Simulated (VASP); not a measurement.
A run of VASP 6.6.1 is set up as follows.

Contents of INCAR:

```
ALGO = Normal ; EDIFF = 1E-7
ENCUT = 520 ; GGA = CA
ISIF = 2 ; ISMEAR = -1
LASPH = True ; LCHARG = False
LREAL = False ; LWAVE = False
NBANDS = 16 ; NELM = 80
PREC = Accurate ; SIGMA = 0.1
```

KPOINTS

```
k-points
0
Gamma
  17 17 6
```

Contents of POSCAR:

```
C
1.0
    2.1995028030      0.0000000000      0.0000000000
   -1.0997514015      1.9048253031      0.0000000000
    0.0000000000      0.0000000000      3.6952017720
C
4
Direct
    0.0000000000      0.0000000000      0.2500000000
    0.0000000000      0.0000000000      0.7500000000
    0.3333333333      0.6666666667      0.2500000000
    0.6666666667      0.3333333333      0.7500000000
```

Potentials or basis: VASP PAW LDA potentials, release 64 (C).

Launch:

```console
$ cat potpaw_LDA.64/C/POTCAR > POTCAR
$ mpirun -np 1 vasp_std > vasp.out
```

Q: Estimate the pressure.

A: 392.2 GPa.

Q: Predict the band gap on the k mesh.

A: Zero (band 8 reaches 17.37 eV, above the bottom of band 9 at 13.93 eV).

Stress tensor (GPa, compression positive):
```
392.88   0.00   0.00
  0.00 392.88   0.00
  0.00   0.00 390.87
```
